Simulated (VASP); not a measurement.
# CuO (F-43m) in VASP: single point with PBEsol+U

Aim: the single point of CuO with PBEsol+U.

Everything below comes from runs of VASP 6.6.1. Logs are shortened: lines on timing, memory, paths and dates and some standing lists are left out, and cuts for length are marked.

**1. The cell of the first run**

It takes space group F-43m (No. 216, cubic). Conventional cell: a = 4.655 Å, b = 4.655 Å, c = 4.655 Å, α = 90.00°, β = 90.00°, γ = 90.00°. Cu (site symmetry -43m) has 4 O at 2.02 Å within 2.7 Å. Within 2.7 Å of O (site symmetry -43m) lie 4 Cu at 2.02 Å.

**2. Single point, PBEsol+U**

Contents of INCAR:

```
SYSTEM = CuO
PREC = Accurate
ENCUT = 820
EDIFF = 1E-6
ISMEAR = 0
SIGMA = 0.05
LREAL = .False.
LASPH = .True.
NELM = 200
ALGO = Normal
ISIF = 2
LWAVE = .False.
LCHARG = .True.
LMAXMIX = 4
LDAU = .True.
LDAUTYPE = 2
LDAUL = 2 -1
LDAUU = 4 0
LDAUJ = 0 0
LDAUPRINT = 1
GGA = PS
LELF = .True.
LVHAR = .True.
NBANDS = 20
GGA_COMPAT = .False.
```

Contents of KPOINTS:

```
regular mesh
0
Gamma
  7 7 7
  0 0 0
```

Contents of POSCAR:

```
CuO
1.0
    0.0000000000      2.3272527300      2.3272527300
    2.3272527300      0.0000000000      2.3272527300
    2.3272527300      2.3272527300      0.0000000000
Cu O
1 1
Direct
    0.0000000000      0.0000000000      0.0000000000
    0.2500000000      0.2500000000      0.2500000000
```

Potentials or basis: VASP PAW PBE potentials, release 64 (Cu_sv_GW, O).

The run is started by

```
cat potpaw_PBE.64/Cu_sv_GW/POTCAR potpaw_PBE.64/O/POTCAR > POTCAR
mpirun -np 1 vasp_std > vasp.out
```

OUTCAR:

```text
SYSTEM = CuO
   PREC = Accurate
   ENCUT = 820
   EDIFF = 1E-6
   ISMEAR = 0
   LREAL = .False.
   LASPH = .True.
   NELM = 200
   ISIF = 2
   GGA = PS

 ion  position               nearest neighbor table
   1  0.000  0.000  0.000-   2 2.02   2 2.02   2 2.02   2 2.02
   2  0.250  0.250  0.250-   1 2.02   1 2.02   1 2.02   1 2.02

  LATTYP: Found a face centered cubic cell.
 ALAT       =     4.6545054600

  Lattice vectors:

 A1 = (   0.0000000000,   2.3272527300,   2.3272527300)
 A2 = (   2.3272527300,   0.0000000000,   2.3272527300)
 A3 = (   2.3272527300,   2.3272527300,   0.0000000000)

Analysis of symmetry for initial positions (statically):
=====================================================================
 Subroutine PRICEL returns:
 Original cell was already a primitive cell.

 Routine SETGRP: Setting up the symmetry group for a
 face centered cubic supercell.

 Subroutine GETGRP returns: Found 24 space group operations
 (whereof 24 operations were pure point group operations)
 out of a pool of 48 trial point group operations.

The static configuration has the point symmetry T_d .

Analysis of symmetry for dynamics (positions and initial velocities):
=====================================================================
 Subroutine PRICEL returns:
 Original cell was already a primitive cell.

 Routine SETGRP: Setting up the symmetry group for a
 face centered cubic supercell.

 Subroutine GETGRP returns: Found 24 space group operations
 (whereof 24 operations were pure point group operations)
 out of a pool of 48 trial point group operations.

The dynamic configuration has the point symmetry T_d .

 Subroutine INISYM returns: Found 24 space group operations
 (whereof 24 operations are pure point group operations),
 and found     1 'primitive' translations

----------------------------------------------------------------------------------------

                                     Primitive cell

  volume of cell :      25.2093

  direct lattice vectors                    reciprocal lattice vectors
     0.000000000  2.327252730  2.327252730    -0.214845596  0.214845596  0.214845596
     2.327252730  0.000000000  2.327252730     0.214845596 -0.214845596  0.214845596
     2.327252730  2.327252730  0.000000000     0.214845596  0.214845596 -0.214845596

  length of vectors
     3.291232374  3.291232374  3.291232374     0.372123488  0.372123488  0.372123488

  position of ions in fractional coordinates (direct lattice)
     0.000000000  0.000000000  0.000000000
     0.250000000  0.250000000  0.250000000

  ion indices of the primitive-cell ions
   primitive index   ion index
                 1           1
                 2           2

----------------------------------------------------------------------------------------

 KPOINTS: regular mesh

Automatic generation of k-mesh.
 Grid dimensions read from file:
 generate k-points for:    7    7    7

 Generating k-lattice:

  Cartesian coordinates                     Fractional coordinates (reciprocal lattice)
    -0.030692228  0.030692228  0.030692228     0.142857143  0.000000000  0.000000000
     0.030692228 -0.030692228  0.030692228     0.000000000  0.142857143  0.000000000
     0.030692228  0.030692228 -0.030692228     0.000000000  0.000000000  0.142857143

  Length of vectors
     0.053160498  0.053160498  0.053160498

  Shift w.r.t. Gamma in fractional coordinates (k-lattice)
     0.000000000  0.000000000  0.000000000

 Subroutine IBZKPT returns following result:
 ===========================================

 Found     20 irreducible k-points:

 Following reciprocal coordinates:
            Coordinates               Weight
  0.000000  0.000000  0.000000      1.000000
  0.142857  0.000000  0.000000      8.000000
  0.285714  0.000000  0.000000      8.000000
  0.428571  0.000000  0.000000      8.000000
  0.142857  0.142857  0.000000      6.000000
  0.285714  0.142857  0.000000     24.000000
[... 12 lines left out ...]
 -0.428571  0.428571  0.142857     24.000000
 -0.285714  0.428571  0.142857     24.000000
   k-points           NKPTS =     20   k-points in BZ     NKDIM =     20   number of bands    NBANDS=     20
   number of dos      NEDOS =    301   number of ions     NIONS =      2
   total plane-waves  NPLWV =  32768
   dimension x,y,z NGX =    32 NGY =   32 NGZ =   32
   dimension x,y,z NGXF=    64 NGYF=   64 NGZF=   64
   ions per type =               1   1
   NGX,Y,Z   is equivalent  to a cutoff of  16.16, 16.16, 16.16 a.u.
   NGXF,Y,Z  is equivalent  to a cutoff of  32.33, 32.33, 32.33 a.u.
 SYSTEM =  CuO
   PREC   = accura    normal or accurate (medium, high low for compatibility)
   ISTART =      0    job   : 0-new  1-cont  2-samecut
   ICHARG =      2    charge: 1-file 2-atom 10-const
   ISPIN  =      1    spin polarized calculation?
   LNONCOLLINEAR =      F non collinear calculations
   LSORBIT =      F    spin-orbit coupling
   LASPH  =      T    aspherical Exc in radial PAW
   ENCUT  =  820.0 eV  60.27 Ry    7.76 a.u.   7.68  7.68  7.68*2*pi/ulx,y,z
   NELM   =    200;   NELMIN=  2; NELMDL= -5     # of ELM steps
   EDIFF  = 0.1E-05   stopping-criterion for ELM
   LREAL  =      F    real-space projection
   EDIFFG = 0.1E-04   stopping-criterion for IOM
   NSW    =      0    number of steps for IOM
   IBRION =     -1    ionic relax: 0-MD 1-quasi-New 2-CG
   NFREE  =      0    steps in history (QN), initial steepest desc. (CG)
   ISIF   =      2    stress and relaxation
   ISYM   =      2    0-nonsym 1-usesym 2-fastsym
   POTIM  = 0.5000    time-step for ionic-motion
   TEBEG  =    0.0;   TEEND  =   0.0 temperature during run
   PSTRESS=    0.0 pullay stress
   NELECT =      25.0000    total number of electrons
   NUPDOWN=      -1.0000    fix difference up-down
   EMIN   =  10.00;   EMAX   =-10.00  energy-range for DOS
   EFERMI =   0.00;   METHOD = LEGACY
   ISMEAR =     0;   SIGMA  =   0.05  broadening in eV -4-tet -1-fermi 0-gaus
   EFERMI_NEDOS =   21; number of points for ismear=-14 and -15
   IALGO  =     38    algorithm
   IMIX   =      4    mixing-type and parameters
     AMIX     =   0.40;   BMIX     =  1.00
     AMIX_MAG =   1.60;   BMIX_MAG =  1.00
  volume/ion in A,a.u.               =      12.60        85.06
  Fermi-wavevector in a.u.,A,eV,Ry     =   1.632555  3.085083 36.262757  2.665237
  Thomas-Fermi vector in A             =   2.724507
   LORBIT       =      0    0 simple, 1 ext, 2 COOP (PROOUT), +10 PAW based schemes
 LDA+U is selected, type is set to LDAUTYPE =  2
   angular momentum for each species LDAUL =     2   -1
   U (eV)           for each species LDAUU =   4.0  0.0
   J (eV)           for each species LDAUJ =   0.0  0.0
   GGA     = PS    functional components
   LHFCALC =     F    Hartree Fock is set to
   AEXX    =    0.0000 exact exchange contribution
   IVDW    =     0    specifies the selected vdW correction
   LEPSILON=     F    determine dielectric tensor
   LRPA    =     F    only Hartree local field effects (RPA)
 non-spin polarized calculation
 Gauss-broadening in eV      SIGMA  =   0.05
  energy-cutoff  :      820.00
  volume of cell :       25.21
 maximum number of plane-waves:      1363
   NGX = 15   NGY = 15   NGZ = 15

atom =   1  type =  1  l = 2

 onsite density matrix

spin component  1

  0.8700  0.0000  0.0000 -0.0000 -0.0000
  0.0000  0.8700 -0.0000 -0.0000 -0.0000
  0.0000 -0.0000  0.9375  0.0000 -0.0000
 -0.0000 -0.0000  0.0000  0.8700 -0.0000
 -0.0000 -0.0000 -0.0000 -0.0000  0.9375

spin component  2

  0.8700  0.0000  0.0000 -0.0000 -0.0000
  0.0000  0.8700 -0.0000 -0.0000 -0.0000
  0.0000 -0.0000  0.9375  0.0000 -0.0000
 -0.0000 -0.0000  0.0000  0.8700 -0.0000
 -0.0000 -0.0000 -0.0000 -0.0000  0.9375

 occupancies and eigenvectors

  o =  0.8700  v =  0.0000 -0.6601  0.0000 -0.7512 -0.0000  0.0000  0.0000  0.0000  0.0000  0.0000      0.0000  0.0000  0.0000  0.0000  0.0000  0.0000  0.0000  0.0000  0.0000  0.0000
  o =  0.8700  v =  0.0000  0.0000  0.0000  0.0000  0.0000  0.0000 -0.6601  0.0000 -0.7512 -0.0000      0.0000  0.0000  0.0000  0.0000  0.0000  0.0000  0.0000  0.0000  0.0000  0.0000
  o =  0.8700  v =  0.0000  0.0000  0.0000  0.0000  0.0000  0.0000 -0.7512 -0.0000  0.6601 -0.0000      0.0000  0.0000  0.0000  0.0000  0.0000  0.0000  0.0000  0.0000  0.0000  0.0000
  o =  0.8700  v =  0.0000 -0.7512 -0.0000  0.6601 -0.0000  0.0000  0.0000  0.0000  0.0000  0.0000      0.0000  0.0000  0.0000  0.0000  0.0000  0.0000  0.0000  0.0000  0.0000  0.0000
  o =  0.8700  v =  0.0000  0.0000  0.0000  0.0000  0.0000  1.0000  0.0000  0.0000  0.0000  0.0000      0.0000  0.0000  0.0000  0.0000  0.0000  0.0000  0.0000  0.0000  0.0000  0.0000
  o =  0.8700  v =  1.0000  0.0000  0.0000  0.0000  0.0000  0.0000  0.0000  0.0000  0.0000  0.0000      0.0000  0.0000  0.0000  0.0000  0.0000  0.0000  0.0000  0.0000  0.0000  0.0000
  o =  0.9375  v =  0.0000 -0.0000  0.2434 -0.0000  0.9699  0.0000  0.0000  0.0000  0.0000  0.0000      0.0000  0.0000  0.0000  0.0000  0.0000  0.0000  0.0000  0.0000  0.0000  0.0000
  o =  0.9375  v =  0.0000  0.0000  0.0000  0.0000  0.0000  0.0000 -0.0000  0.2434 -0.0000  0.9699      0.0000  0.0000  0.0000  0.0000  0.0000  0.0000  0.0000  0.0000  0.0000  0.0000
  o =  0.9375  v =  0.0000 -0.0000 -0.9699 -0.0000  0.2434  0.0000  0.0000  0.0000  0.0000  0.0000      0.0000  0.0000  0.0000  0.0000  0.0000  0.0000  0.0000  0.0000  0.0000  0.0000
  o =  0.9375  v =  0.0000  0.0000  0.0000  0.0000  0.0000  0.0000 -0.0000 -0.9699 -0.0000  0.2434      0.0000  0.0000  0.0000  0.0000  0.0000  0.0000  0.0000  0.0000  0.0000  0.0000

 number of electron      25.0000008 magnetization

 Free energy of the ion-electron system (eV)
  ---------------------------------------------------
  ext. energy  EPLUGINS =         0.00000000
  ---------------------------------------------------
  free energy    TOTEN  =        -8.42271775 eV

  energy without entropy =       -8.41964526  energy(sigma->0) =       -8.42118150

 E-fermi :   2.5124     XC(G=0): -11.1005

 val. band max:        2.4980153105   @ k =   0.1429   0.0000   0.0000
 cond. band min:       2.5511744412   @ k =   0.4286   0.0000   0.0000
 fundamental gap:      0.0531591307
 Fermi energy:         2.5123999062

 k-point     1 :       0.0000    0.0000    0.0000
  band No.  band energies     occupation
      1    -107.7678      2.00000
      2     -65.3240      2.00000
      3     -65.3240      2.00000
      4     -65.3240      2.00000
      5     -15.4185      2.00000
      6      -1.8846      2.00000
[... 12 lines left out ...]
     19      23.0517      0.00000
[... 421 lines left out ...]
      4     -65.3256      2.00000
      5     -14.7385      2.00000
      6      -2.2469      2.00000
[... 12 lines left out ...]
     19      23.6317      0.00000
     20      26.6728      0.00000

------------------------ aborting loop because EDIFF is reached ----------------------------------------

  FORCE on cell =-STRESS in cart. coord.  units (eV):
  Direction    XX          YY          ZZ          XY          YZ          ZX
  --------------------------------------------------------------------------------------
  -------------------------------------------------------------------------------------
  Total       -2.4341697     -2.4341697     -2.4341697      0.0000000      0.0000000      0.0000000
  in kB     -154.7037304   -154.7037304   -154.7037304      0.0000000      0.0000000      0.0000000
  external PRESSURE =    -154.7037304 kB  Pullay stress =       0.0000000 kB

 VOLUME and BASIS-vectors are now :
 -----------------------------------------------------------------------------
  energy-cutoff  :      820.00
  volume of cell :       25.21
      direct lattice vectors                 reciprocal lattice vectors
     0.000000000  2.327252730  2.327252730    -0.214845596  0.214845596  0.214845596
     2.327252730  0.000000000  2.327252730     0.214845596 -0.214845596  0.214845596
     2.327252730  2.327252730  0.000000000     0.214845596  0.214845596 -0.214845596

 POSITION                                       TOTAL-FORCE (eV/Angst)
 -----------------------------------------------------------------------------------
      0.00000      0.00000      0.00000        -0.000000     -0.000000     -0.000000
      1.16363      1.16363      1.16363         0.000000      0.000000      0.000000
 -----------------------------------------------------------------------------------
    total drift:                                0.000000      0.000000      0.000000

  FREE ENERGIE OF THE ION-ELECTRON SYSTEM (eV)
  ---------------------------------------------------
  free  energy   TOTEN  =        -8.4227177461 eV

  energy  without entropy=       -8.4196452583  energy(sigma->0) =       -8.42118150
```

It took 27 s on 1 thread of Intel Xeon Platinum 8259CL at 2.50GHz (Skylake/Cascade Lake), shared host; peak memory 0.19 GiB.

Results:

- Free energy: -8.4227 eV
- Pressure: -15.5 GPa
- Band gap on the k mesh: zero (an odd number of electrons rules out a gap without spin polarisation)

Eigenvalues of the final occupation matrices:
| site | spin | trace | eigenvalues |
| --- | --- | --- | --- |
| site 1 d | 1 | 4.49 | 0.87 0.87 0.87 0.94 0.94 |
| site 1 d | 2 | 4.49 | 0.87 0.87 0.87 0.94 0.94 |

Caveat: the cell stands under tension; the PAW data sets were made with another functional, which shifts forces and pressure a little; an odd number of electrons without spin polarisation forces a metal; a magnetic or distorted state may lie lower; U without spin polarisation on a metal has little footing.

The gap in the log of VASP goes by the Fermi energy; the results here count the filled bands.